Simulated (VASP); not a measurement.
Input of a VASP 6.6.1 run:

POSCAR

```
Ge
1.0
    2.3684136645      0.0000000000      0.0000000000
   -1.1842068322      2.0511064001      0.0000000000
    0.0000000000      0.0000000000      3.7385395135
Ge
2
Direct
    0.3333333333      0.6666666667      0.2500000000
    0.6666666667      0.3333333333      0.7500000000
```

The input INCAR.step1:

```
PREC = Accurate ; ENCUT = 520
ISMEAR = 0 ; SIGMA = 0.1
LREAL = F ; LASPH = T
NELM = 100 ; NBANDS = 21
GGA = PE ; ALGO = Normal
EDIFF = 1E-4 ; LWAVE = T
LCHARG = F
```

Contents of INCAR.step2:

```
PREC = Accurate ; ENCUT = 520
EDIFF = 1E-6 ; ISMEAR = 0
SIGMA = 0.1 ; LREAL = F
LASPH = T ; NELM = 100
ALGO = Normal ; ISIF = 2
LWAVE = F ; LCHARG = F
METAGGA = R2SCAN ; LMIXTAU = T
NBANDS = 21 ; ISTART = 1
```

The input KPOINTS:

```
regular mesh
0
Gamma
  12 12 6
```

Potentials or basis: VASP PAW PBE potentials, release 64 (Ge_d).

Command:

```sh
$ cat potpaw_PBE.64/Ge_d/POTCAR > POTCAR
$ cp INCAR.step1 INCAR
$ mpirun -np 1 vasp_std > vasp.out
$ cp INCAR.step2 INCAR
$ mpirun -np 1 vasp_std > vasp.out
```

(1) Predict the pressure.

(2) What does it give for the band gap on the k mesh?

Answers

(1) 257.6 GPa.

(2) zero (bands 14 and 15 overlap by 18.86 eV).

Caveat: the cell stands under pressure; the PAW data sets were made with another functional, which shifts forces and pressure a little.
